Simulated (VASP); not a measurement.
Crystal: LiH.

```
Li H
1.0
     0.00000    2.00340    2.00340
     2.00340    0.00000    2.00340
     2.00340    2.00340    0.00000
Li H
1 1
Direct
  0.00000 0.00000 0.00000
  0.50000 0.50000 0.50000
```

Base run:

- Program: VASP 6.6.1
- Functional: r2SCAN
- Potentials or basis: VASP PAW PBE potentials, release 64 (Li_sv, H)
- Cutoff: 520 eV
- k mesh: 10 × 10 × 10
- Occupations: gaussian, width 0.02 eV
- Spin: no spin polarisation

Its results: band gap on the k mesh 3.58 eV, direct.

**Question.** The run is repeated on the same cell with these changes: functional from r2SCAN to LDA; potentials or basis from VASP PAW PBE potentials, release 64 (Li_sv, H) to VASP PAW LDA potentials, release 64 (Li_sv, H). What comes out?

**Answer.** Band gap on the k mesh 2.60 eV, direct.

A k mesh can miss the band edges.
